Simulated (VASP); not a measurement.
Input of a VASP 6.6.1 run:

Contents of INCAR:

```
PREC = Accurate ; ENCUT = 520
EDIFF = 1E-7 ; ISMEAR = 1
SIGMA = 0.1 ; LREAL = Auto
LASPH = T ; NELM = 60
ALGO = Normal ; ISIF = 2
LWAVE = F ; LCHARG = F
GGA = PE ; NBANDS = 102
```

File KPOINTS:

```
Automatic mesh
0
Gamma
  4 4 4
```

The input POSCAR:

```
Cu16H
1.0
   -3.6303500600      3.6303500600      3.6303500600
    3.6303500600     -3.6303500600      3.6303500600
    3.6303500600      3.6303500600     -3.6303500600
Cu H
16 1
Direct
   -0.0033332874      0.0069395512      0.0070530388
    0.0041239825      0.2594822770      0.7615731140
    0.0062566969      0.5078353243      0.5080212568
    0.0041825168      0.7615477721      0.2597283966
    0.2503042365      0.0077251503      0.7538606346
    0.2491161968      0.2585670760      0.5086616909
    0.2490046373      0.5085762997      0.2586045380
    0.2503248957      0.7538171126      0.0078612254
    0.5006466236      0.0087218862      0.5086234026
    0.4780956303      0.2352979701      0.2353471389
    0.5005323095      0.5085130826      0.0087451622
    0.4989707521      0.7598601938      0.7599471000
    0.7511513917      0.0076915448      0.2569020851
    0.7511277025      0.2567443868      0.0078371230
    0.7508625766      0.5084152959      0.7726906369
    0.7507273279      0.7723302033      0.5084727284
    0.7269979358      0.4976560029      0.4979105238
```

Potentials or basis: VASP PAW PBE potentials, release 64 (Cu, H).

Command:

```bash
$ cat potpaw_PBE.64/Cu/POTCAR potpaw_PBE.64/H/POTCAR > POTCAR
$ mpirun -np 1 vasp_std > vasp.out
```

Question: Estimate the pressure.

Answer: 3.7 GPa.

Question: Predict the largest force.

Answer: 0.236 eV/Å.

Question: Estimate the band gap on the k mesh.

Answer: Zero (an odd number of electrons rules out a gap without spin polarisation).

Forces on the atoms (eV/Å):
```
Cu  -0.003 -0.007 -0.007
Cu   0.001 -0.019 -0.009
Cu  -0.024  0.005  0.006
Cu   0.000 -0.010 -0.020
Cu   0.003 -0.004 -0.019
Cu  -0.007 -0.009 -0.018
Cu  -0.008 -0.016 -0.009
Cu   0.003 -0.019 -0.005
Cu   0.003 -0.017 -0.017
Cu   0.021  0.011  0.010
Cu   0.002 -0.015 -0.017
Cu  -0.003 -0.007 -0.008
Cu  -0.004 -0.012 -0.012
Cu  -0.003 -0.012 -0.012
Cu   0.005 -0.008 -0.026
Cu   0.006 -0.027 -0.005
H    0.008  0.167  0.167
```
